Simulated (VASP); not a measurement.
Here is a VASP 6.6.1 calculation.

The input POSCAR:

```
Ge
1.0
    1.3877718785     -2.5830623466      0.0000000000
    1.3877718785      2.5830623466      0.0000000000
    0.0000000000      0.0000000000      2.6801215215
Ge
1
Direct
    0.5000000000      0.5000000000      0.0000000000
```

Contents of INCAR.step1:

```
ALGO = Normal
EDIFF = 1E-4
ENCUT = 520
GGA = PE
ISMEAR = 1
LASPH = T
LCHARG = F
LREAL = F
LWAVE = T
NBANDS = 13
NELM = 80
PREC = Accurate
SIGMA = 0.15
```

Contents of INCAR.step2:

```
ALGO = Normal
EDIFF = 1E-7
ENCUT = 520
ISIF = 2
ISMEAR = 1
ISTART = 1
LASPH = T
LCHARG = F
LMIXTAU = T
LREAL = F
LWAVE = F
METAGGA = R2SCAN
NBANDS = 13
NELM = 80
PREC = Accurate
SIGMA = 0.15
```

KPOINTS

```
k-points
0
Gamma
  12 12 11
```

Potentials or basis: VASP PAW PBE potentials, release 64 (Ge_d).

Run with:

```console
$ cat potpaw_PBE.64/Ge_d/POTCAR > POTCAR
$ cp INCAR.step1 INCAR
$ mpirun -np 1 vasp_std > vasp.out
$ cp INCAR.step2 INCAR
$ mpirun -np 1 vasp_std > vasp.out
```

Question: What does it give for the band gap on the k mesh?

Answer: Zero (bands 7 and 8 overlap by 10.54 eV).

Question: What does it give for the pressure?

Answer: -2.1 GPa.

Stress tensor (GPa, compression positive):
```
-0.85  0.00  0.00
 0.00 -4.73  0.00
 0.00  0.00 -0.59
```

Caveat: the PAW data sets were made with another functional, which shifts forces and pressure a little.
